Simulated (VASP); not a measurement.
# Be (P4/mmm) in VASP: further runs

Be is run at these levels: LDA, PBE; tasks: single point.

Program: VASP 6.6.1. These are calculated values, not measurements. Logs are shortened: lines on timing, memory, paths and dates and some standing lists are left out, and cuts for length are marked.

## Step 1: The cell of the first run

The structure is tetragonal, space group P4/mmm (No. 123). Conventional cell: a = 2.233 Å, b = 2.233 Å, c = 2.066 Å, α = 90.00°, β = 90.00°, γ = 90.00°. Within 2.7 Å of Be (site symmetry 4/mmm) lie 6 Be at 2.07 to 2.23 Å.

## Step 2: Single point, LDA

Input file INCAR:

```
PREC     = Accurate       # precision mode
ENCUT    = 520            # plane-wave cutoff, eV
EDIFF    = 1E-7           # SCF threshold, eV
ISMEAR   = -1             # smearing method
SIGMA    = 0.05           # smearing width, eV
LREAL    = F              # projectors in reciprocal space
LASPH    = T              # aspherical terms in the spheres
NELM     = 60             # most SCF steps
ALGO     = Normal         # electronic algorithm
ISIF     = 2              # what is computed and relaxed
LWAVE    = F              # write WAVECAR
LCHARG   = F              # write CHGCAR
GGA      = CA             # functional
NBANDS   = 7              # bands
```

Input file KPOINTS:

```
Automatic mesh
0
Gamma
  12 12 13
```

Input file POSCAR:

```
Be
1.0
    2.2327400000      0.0000000000      0.0000000000
    0.0000000000      2.2327400000      0.0000000000
    0.0000000000      0.0000000000      2.0656500000
Be
1
Direct
    0.5000000000      0.5000000000      0.0000000000
```

Potentials or basis: VASP PAW LDA potentials, release 64 (Be).

Launch:

```
> cat potpaw_LDA.64/Be/POTCAR > POTCAR
> mpirun -np 1 vasp_std > vasp.out
```

OUTCAR:

```text
PREC = Accurate
   ENCUT = 520
   EDIFF = 1E-7
   ISMEAR = -1
   LREAL = F
   LASPH = T
   NELM = 60
   ISIF = 2
   GGA = CA

 ion  position               nearest neighbor table
   1  0.500  0.500  0.000-

  LATTYP: Found a simple tetragonal cell.
 ALAT       =     2.2327400000
 C/A-ratio  =     0.9251637002

  Lattice vectors:

 A1 = (   2.2327400000,   0.0000000000,   0.0000000000)
 A2 = (   0.0000000000,   2.2327400000,   0.0000000000)
 A3 = (   0.0000000000,   0.0000000000,   2.0656500000)

Analysis of symmetry for initial positions (statically):
=====================================================================
 Subroutine PRICEL returns:
 Original cell was already a primitive cell.

 Routine SETGRP: Setting up the symmetry group for a
 simple tetragonal supercell.

 Subroutine GETGRP returns: Found 16 space group operations
 (whereof 16 operations were pure point group operations)
 out of a pool of 16 trial point group operations.

The static configuration has the point symmetry D_4h.

Analysis of symmetry for dynamics (positions and initial velocities):
=====================================================================
 Subroutine PRICEL returns:
 Original cell was already a primitive cell.

 Routine SETGRP: Setting up the symmetry group for a
 simple tetragonal supercell.

 Subroutine GETGRP returns: Found 16 space group operations
 (whereof 16 operations were pure point group operations)
 out of a pool of 16 trial point group operations.

The dynamic configuration has the point symmetry D_4h.

 Subroutine INISYM returns: Found 16 space group operations
 (whereof 16 operations are pure point group operations),
 and found     1 'primitive' translations

----------------------------------------------------------------------------------------

                                     Primitive cell

  volume of cell :      10.2975

  direct lattice vectors                    reciprocal lattice vectors
     2.232740000  0.000000000  0.000000000     0.447880183  0.000000000  0.000000000
     0.000000000  2.232740000  0.000000000     0.000000000  0.447880183  0.000000000
     0.000000000  0.000000000  2.065650000     0.000000000  0.000000000  0.484109118

  length of vectors
     2.232740000  2.232740000  2.065650000     0.447880183  0.447880183  0.484109118

  position of ions in fractional coordinates (direct lattice)
     0.500000000  0.500000000  0.000000000

  ion indices of the primitive-cell ions
   primitive index   ion index
                 1           1

----------------------------------------------------------------------------------------

 KPOINTS: Automatic mesh

Automatic generation of k-mesh.
 Grid dimensions read from file:
 generate k-points for:   12   12   13

 Generating k-lattice:

  Cartesian coordinates                     Fractional coordinates (reciprocal lattice)
     0.037323349  0.000000000  0.000000000     0.083333333  0.000000000  0.000000000
     0.000000000  0.037323349  0.000000000     0.000000000  0.083333333  0.000000000
     0.000000000  0.000000000  0.037239163     0.000000000  0.000000000  0.076923077

  Length of vectors
     0.037323349  0.037323349  0.037239163

  Shift w.r.t. Gamma in fractional coordinates (k-lattice)
     0.000000000  0.000000000  0.000000000

 Subroutine IBZKPT returns following result:
 ===========================================

 Found    196 irreducible k-points:

 Following reciprocal coordinates:
            Coordinates               Weight
  0.000000  0.000000  0.000000      1.000000
  0.083333  0.000000  0.000000      4.000000
  0.166667  0.000000  0.000000      4.000000
  0.250000  0.000000  0.000000      4.000000
  0.333333  0.000000  0.000000      4.000000
  0.416667  0.000000  0.000000      4.000000
[... 16 lines left out ...]
  0.333333  0.333333  0.000000      4.000000
  0.416667  0.333333  0.000000      8.000000
 [... further k-points ...]
   k-points           NKPTS =    196   k-points in BZ     NKDIM =    196   number of bands    NBANDS=      7
   number of dos      NEDOS =    301   number of ions     NIONS =      1
   total plane-waves  NPLWV =   5184
   dimension x,y,z NGX =    18 NGY =   18 NGZ =   16
   dimension x,y,z NGXF=    36 NGYF=   36 NGZF=   32
   ions per type =               1
   NGX,Y,Z   is equivalent  to a cutoff of  13.40, 13.40, 12.88 a.u.
   NGXF,Y,Z  is equivalent  to a cutoff of  26.80, 26.80, 25.75 a.u.
 SYSTEM =  unknown system
   PREC   = accura    normal or accurate (medium, high low for compatibility)
   ISTART =      0    job   : 0-new  1-cont  2-samecut
   ICHARG =      2    charge: 1-file 2-atom 10-const
   ISPIN  =      1    spin polarized calculation?
   LNONCOLLINEAR =      F non collinear calculations
   LSORBIT =      F    spin-orbit coupling
   LASPH  =      T    aspherical Exc in radial PAW
   ENCUT  =  520.0 eV  38.22 Ry    6.18 a.u.   4.15  4.15  3.84*2*pi/ulx,y,z
   NELM   =     60;   NELMIN=  2; NELMDL= -5     # of ELM steps
   EDIFF  = 0.1E-06   stopping-criterion for ELM
   LREAL  =      F    real-space projection
   EDIFFG = 0.1E-05   stopping-criterion for IOM
   NSW    =      0    number of steps for IOM
   IBRION =     -1    ionic relax: 0-MD 1-quasi-New 2-CG
   NFREE  =      0    steps in history (QN), initial steepest desc. (CG)
   ISIF   =      2    stress and relaxation
   ISYM   =      2    0-nonsym 1-usesym 2-fastsym
   POTIM  = 0.5000    time-step for ionic-motion
   TEBEG  =    0.0;   TEEND  =   0.0 temperature during run
   PSTRESS=    0.0 pullay stress
   NELECT =       2.0000    total number of electrons
   NUPDOWN=      -1.0000    fix difference up-down
   EMIN   =  10.00;   EMAX   =-10.00  energy-range for DOS
   EFERMI =   0.00;   METHOD = LEGACY
   ISMEAR =    -1;   SIGMA  =   0.05  broadening in eV -4-tet -1-fermi 0-gaus
   EFERMI_NEDOS =   21; number of points for ismear=-14 and -15
   IALGO  =     38    algorithm
   IMIX   =      4    mixing-type and parameters
     AMIX     =   0.40;   BMIX     =  1.00
     AMIX_MAG =   1.60;   BMIX_MAG =  1.00
  volume/ion in A,a.u.               =      10.30        69.49
  Fermi-wavevector in a.u.,A,eV,Ry     =   0.948070  1.791593 12.229420  0.898837
  Thomas-Fermi vector in A             =   2.076224
   LORBIT       =      0    0 simple, 1 ext, 2 COOP (PROOUT), +10 PAW based schemes
   GGA     = CA    functional components
   LHFCALC =     F    Hartree Fock is set to
   AEXX    =    0.0000 exact exchange contribution
   IVDW    =     0    specifies the selected vdW correction
   LEPSILON=     F    determine dielectric tensor
   LRPA    =     F    only Hartree local field effects (RPA)
 non-spin polarized calculation
  energy-cutoff  :      520.00
  volume of cell :       10.30
 maximum number of plane-waves:       292
 NGX is ok and might be reduce to    18
   NGX =  9   NGY =  9   NGZ =  7

 number of electron       2.0000000 magnetization

 Free energy of the ion-electron system (eV)
  ---------------------------------------------------
  ext. energy  EPLUGINS =         0.00000000
  ---------------------------------------------------
  free energy    TOTEN  =        -3.14323163 eV

  energy without entropy =       -3.13942900  energy(sigma->0) =       -3.14133032

 E-fermi :   4.4590     XC(G=0):  -9.7550

 val. band max:        4.4301134745   @ k =   0.5000   0.3333   0.1538
 cond. band min:       4.4781086854   @ k =   0.0833   0.0833   0.4615
 fundamental gap:      0.0479952109
 Fermi energy:         4.4590143292

 k-point     1 :       0.0000    0.0000    0.0000
  band No.  band energies     occupation
      1      -4.9909      2.00000
      2      16.5916      0.00000
      3      16.5916      0.00000
      4      20.5242      0.00000
      5      22.4689      0.00000
      6      24.6232      0.00000
      7      33.1398      0.00000

 k-point     2 :       0.0833    0.0000    0.0000
  band No.  band energies     occupation
      1      -4.8293      2.00000
      2      14.7546      0.00000
      3      16.7488      0.00000
      4      20.6714      0.00000
      5      23.6649      0.00000
      6      25.7670      0.00000
      7      32.9068      0.00000

 k-point     3 :       0.1667    0.0000    0.0000
  band No.  band energies     occupation
      1      -4.3458      2.00000
      2      11.6718      0.00000
      3      17.2071      0.00000
      4      21.0984      0.00000
      5      24.5709      0.00000
      6      29.3988      0.00000
      7      32.2929      0.00000

 k-point     4 :       0.2500    0.0000    0.0000
  band No.  band energies     occupation
      1      -3.5462      2.00000
      2       8.6488      0.00000
      3      17.9193      0.00000
      4      21.7544      0.00000
      5      25.5202      0.00000
      6      31.4654      0.00000
      7      33.7041      0.00000

 k-point     5 :       0.3333    0.0000    0.0000
  band No.  band energies     occupation
      1      -2.4485      2.00000
      2       5.9186      0.00000
      3      18.7761      0.00000
      4      22.5276      0.00000
      5      26.6992      0.00000
      6      30.6748      0.00000
      7      33.8829      0.00000
[... 161 lines left out ...]
 k-point    22 :       0.5000    0.2500    0.0000
  band No.  band energies     occupation
      1       1.4702      2.00000
      2       3.2508      2.00000
      3      14.4883      0.00000
      4      17.6588      0.00000
      5      24.5393      0.00000
      6      36.0891      0.00000
      7      37.7928      0.00000

 k-point    23 :       0.3333    0.3333    0.0000
  band No.  band energies     occupation
      1       0.1668      2.00000
      2       6.2741      0.00000
      3      11.5656      0.00000
      4      18.1878      0.00000
      5      24.3438      0.00000
      6      36.2040      0.00000
      7      39.4588      0.00000

 k-point    24 :       0.4167    0.3333    0.0000
  band No.  band energies     occupation
      1       1.5374      2.00000
      2       5.0460      0.00002
      3      11.8433      0.00000
      4      15.7660      0.00000
      5      24.9309      0.00000
      6      37.0028      0.00000
      7      39.5715      0.00000

 [... further k-points ...]
[... 5 lines left out ...]
  --------------------------------------------------------------------------------------
  -------------------------------------------------------------------------------------
  Total       -0.1138318     -0.1138318     -0.3750675      0.0000000      0.0000000      0.0000000
  in kB      -17.7109140    -17.7109140    -58.3561893      0.0000000      0.0000000      0.0000000
  external PRESSURE =     -31.2593391 kB  Pullay stress =       0.0000000 kB

 VOLUME and BASIS-vectors are now :
 -----------------------------------------------------------------------------
  energy-cutoff  :      520.00
  volume of cell :       10.30
      direct lattice vectors                 reciprocal lattice vectors
     2.232740000  0.000000000  0.000000000     0.447880183  0.000000000  0.000000000
     0.000000000  2.232740000  0.000000000     0.000000000  0.447880183  0.000000000
     0.000000000  0.000000000  2.065650000     0.000000000  0.000000000  0.484109118

 POSITION                                       TOTAL-FORCE (eV/Angst)
 -----------------------------------------------------------------------------------
      1.11637      1.11637      0.00000         0.000000      0.000000      0.000000
 -----------------------------------------------------------------------------------
    total drift:                                0.000000      0.000000     -0.000000

  FREE ENERGIE OF THE ION-ELECTRON SYSTEM (eV)
  ---------------------------------------------------
  free  energy   TOTEN  =        -3.1432316343 eV

  energy  without entropy=       -3.1394290023  energy(sigma->0) =       -3.14133032
```

It took 10 s on 1 thread of Intel Xeon 8259CL, shared host; peak memory 0.12 GiB.

Results:

| Property | Result |
| --- | --- |
| Free energy | -3.1432 eV |
| Pressure | -3.1 GPa |
| Band gap on the k mesh | zero (band 1 reaches 8.96 eV, above the bottom of band 2 at 2.36 eV) |

Stress tensor (GPa, compression positive):
```
-1.77  0.00  0.00
 0.00 -1.77  0.00
 0.00  0.00 -5.84
```

## Step 3: Single point, PBE

Input file INCAR:

```
SYSTEM = Be
ALGO = Normal ; EDIFF = 1E-6
ENCUT = 520 ; GGA = PE
ISIF = 2 ; ISMEAR = -1
LASPH = .True. ; LCHARG = .False.
LREAL = .False. ; LWAVE = .False.
NBANDS = 7 ; NELM = 80
PREC = Accurate ; SIGMA = 0.05
```

Input file KPOINTS:

```
k-points
0
Gamma
  12 12 13
  0 0 0
```

POSCAR is that of step 2.

Potentials or basis: VASP PAW PBE potentials, release 64 (Be).

Launch:

```
> cat potpaw_PBE.64/Be/POTCAR > POTCAR
> mpirun -np 1 vasp_std > vasp.out
```

OUTCAR:

```text
SYSTEM = Be
   EDIFF = 1E-6
   ENCUT = 520
   GGA = PE
   ISIF = 2
   ISMEAR = -1
   LASPH = .True.
   LREAL = .False.
   NELM = 80
   PREC = Accurate

 ion  position               nearest neighbor table
   1  0.500  0.500  0.000-

  LATTYP: Found a simple tetragonal cell.
 ALAT       =     2.2327400000
 C/A-ratio  =     0.9251637002

  Lattice vectors:

 A1 = (   2.2327400000,   0.0000000000,   0.0000000000)
 A2 = (   0.0000000000,   2.2327400000,   0.0000000000)
 A3 = (   0.0000000000,   0.0000000000,   2.0656500000)

Analysis of symmetry for initial positions (statically):
=====================================================================
 Subroutine PRICEL returns:
 Original cell was already a primitive cell.

 Routine SETGRP: Setting up the symmetry group for a
 simple tetragonal supercell.

 Subroutine GETGRP returns: Found 16 space group operations
 (whereof 16 operations were pure point group operations)
 out of a pool of 16 trial point group operations.

The static configuration has the point symmetry D_4h.

Analysis of symmetry for dynamics (positions and initial velocities):
=====================================================================
 Subroutine PRICEL returns:
 Original cell was already a primitive cell.

 Routine SETGRP: Setting up the symmetry group for a
 simple tetragonal supercell.

 Subroutine GETGRP returns: Found 16 space group operations
 (whereof 16 operations were pure point group operations)
 out of a pool of 16 trial point group operations.

The dynamic configuration has the point symmetry D_4h.

 Subroutine INISYM returns: Found 16 space group operations
 (whereof 16 operations are pure point group operations),
 and found     1 'primitive' translations

----------------------------------------------------------------------------------------

                                     Primitive cell

  volume of cell :      10.2975
[... 95 lines left out ...]
   POTIM  = 0.5000    time-step for ionic-motion
   TEBEG  =    0.0;   TEEND  =   0.0 temperature during run
   PSTRESS=    0.0 pullay stress
   NELECT =       2.0000    total number of electrons
   NUPDOWN=      -1.0000    fix difference up-down
   EMIN   =  10.00;   EMAX   =-10.00  energy-range for DOS
   EFERMI =   0.00;   METHOD = LEGACY
   ISMEAR =    -1;   SIGMA  =   0.05  broadening in eV -4-tet -1-fermi 0-gaus
   EFERMI_NEDOS =   21; number of points for ismear=-14 and -15
   IALGO  =     38    algorithm
   IMIX   =      4    mixing-type and parameters
     AMIX     =   0.40;   BMIX     =  1.00
     AMIX_MAG =   1.60;   BMIX_MAG =  1.00
  volume/ion in A,a.u.               =      10.30        69.49
  Fermi-wavevector in a.u.,A,eV,Ry     =   0.948070  1.791593 12.229420  0.898837
  Thomas-Fermi vector in A             =   2.076224
   LORBIT       =      0    0 simple, 1 ext, 2 COOP (PROOUT), +10 PAW based schemes
   GGA     = PE    functional components
[... 5 lines left out ...]
 non-spin polarized calculation
  energy-cutoff  :      520.00
  volume of cell :       10.30
 maximum number of plane-waves:       292
 NGX is ok and might be reduce to    18
   NGX =  9   NGY =  9   NGZ =  7

 number of electron       2.0000000 magnetization

 Free energy of the ion-electron system (eV)
  ---------------------------------------------------
  ext. energy  EPLUGINS =         0.00000000
  ---------------------------------------------------
  free energy    TOTEN  =        -2.76200836 eV

  energy without entropy =       -2.75820677  energy(sigma->0) =       -2.76010757

 E-fermi :   4.6623     XC(G=0):  -9.7391

 val. band max:        4.6470322470   @ k =   0.5000   0.4167   0.0000
 cond. band min:       4.7260672954   @ k =   0.5000   0.2500   0.3077
 fundamental gap:      0.0790350484
 Fermi energy:         4.6622966366

 k-point     1 :       0.0000    0.0000    0.0000
  band No.  band energies     occupation
      1      -4.8988      2.00000
      2      16.9857      0.00000
      3      16.9857      0.00000
      4      20.9543      0.00000
      5      22.5920      0.00000
      6      24.7597      0.00000
      7      33.3037      0.00000
[... 221 lines left out ...]
 k-point    24 :       0.4167    0.3333    0.0000
  band No.  band energies     occupation
      1       1.7195      2.00000
      2       5.2790      0.00001
      3      12.0283      0.00000
      4      15.9506      0.00000
      5      25.4846      0.00000
      6      37.2041      0.00000
      7      39.8439      0.00000

 [... further k-points ...]
[... 5 lines left out ...]
  --------------------------------------------------------------------------------------
  -------------------------------------------------------------------------------------
  Total        0.0496072      0.0496072     -0.0608863      0.0000000      0.0000000      0.0000000
  in kB        7.7183080      7.7183080     -9.4732149      0.0000000      0.0000000      0.0000000
  external PRESSURE =       1.9878004 kB  Pullay stress =       0.0000000 kB

 VOLUME and BASIS-vectors are now :
 -----------------------------------------------------------------------------
  energy-cutoff  :      520.00
  volume of cell :       10.30
      direct lattice vectors                 reciprocal lattice vectors
     2.232740000  0.000000000  0.000000000     0.447880183  0.000000000  0.000000000
     0.000000000  2.232740000  0.000000000     0.000000000  0.447880183  0.000000000
     0.000000000  0.000000000  2.065650000     0.000000000  0.000000000  0.484109118

 POSITION                                       TOTAL-FORCE (eV/Angst)
 -----------------------------------------------------------------------------------
      1.11637      1.11637      0.00000         0.000000      0.000000      0.000000
 -----------------------------------------------------------------------------------
    total drift:                               -0.000000     -0.000000     -0.000000

  FREE ENERGIE OF THE ION-ELECTRON SYSTEM (eV)
  ---------------------------------------------------
  free  energy   TOTEN  =        -2.7620083599 eV

  energy  without entropy=       -2.7582067705  energy(sigma->0) =       -2.76010757
```

stdout:

```text
POSCAR found type information on POSCAR Be
 POSCAR found :  1 types and       1 ions
 scaLAPACK will be used
 LDA part: xc-table for (Slater+PW92), standard interpolation
 POSCAR, INCAR and KPOINTS ok, starting setup
 FFT: planning ... GRIDC
 FFT: planning ... GRID_SOFT
 FFT: planning ... GRID
 WAVECAR not read
 entering main loop
```

Wall time 9.2 s (1 thread of Intel Xeon 8259CL, shared host); peak memory 0.12 GiB.

Results:

* Free energy: -2.7620 eV
* Pressure: 0.2 GPa
* Band gap on the k mesh: zero (band 1 reaches 9.28 eV, above the bottom of band 2 at 2.47 eV)
